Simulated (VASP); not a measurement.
Wanted: the native input for a VASP 6.6.1 run.

* Task: relaxation of cell and atoms
* Functional: LDA
* Potentials or basis: VASP PAW LDA potentials, release 64 (Pd)
* Cutoff: 600 eV
* k mesh: 13 × 13 × 13
* Occupations: methfessel-paxton, width 0.1 eV
* Spin: no spin polarisation
* Target pressure: 30 GPa
* Dipole correction: no
* Further INCAR settings: ALGO = Normal; EDIFF = 1e-07; IBRION = 2; EDIFFG = -0.01; NSW = 80; ISIF = 3

The structure of Pd lies in POSCAR:

```
Pd
1.0
    0.0000000000      2.6750000000      2.6750000000
    2.6750000000      0.0000000000      2.6750000000
    2.6750000000      2.6750000000      0.0000000000
Pd
2
Direct
    0.0000000000      0.0000000000      0.0000000000
    0.2500000000      0.2500000000      0.2500000000
```

One way to write it, as run:

INCAR

```
SYSTEM = Pd
ALGO = Normal
EDIFF = 1E-7
EDIFFG = -0.01
ENCUT = 600
GGA = CA
IBRION = 2
ISIF = 3
ISMEAR = 1
LASPH = .TRUE.
LCHARG = .FALSE.
LREAL = .FALSE.
LWAVE = .FALSE.
NELM = 80
NSW = 80
PREC = Accurate
PSTRESS = 300.0
SIGMA = 0.1
```

KPOINTS

```
k-points
0
G
  13 13 13
  0 0 0
```

Potentials or basis: VASP PAW LDA potentials, release 64 (Pd).

Launch:

```sh
$ cat potpaw_LDA.64/Pd/POTCAR > POTCAR
$ mpirun -np 1 vasp_std > vasp.out
```

Results of the run:

```json
{"Relaxed volume": "18.20 Å³/atom", "Relaxed cell": "a = 3.720 Å, b = 3.720 Å, c = 3.720 Å, α = 60.00°, β = 60.00°, γ = 60.00°", "Space group after relaxing (to 0.05 Å)": "Fd-3m (No. 227)", "Energy change on relaxing (the enthalpy is what falls)": "+143.8 meV/atom", "Ionic steps": "7", "Pressure after relaxing": "30.0 GPa", "Band gap on the k mesh": "zero (band 10 reaches 7.45 eV, above the bottom of band 11 at 6.84 eV)"}
```

Caveat: the cell is relaxed towards a set pressure, so the enthalpy falls and the energy may rise.

Run time: 4.2 min on 1 thread of Intel(R) Xeon(R) Platinum 8488C (Sapphire Rapids), with other jobs on the host, peak memory 0.19 GiB.
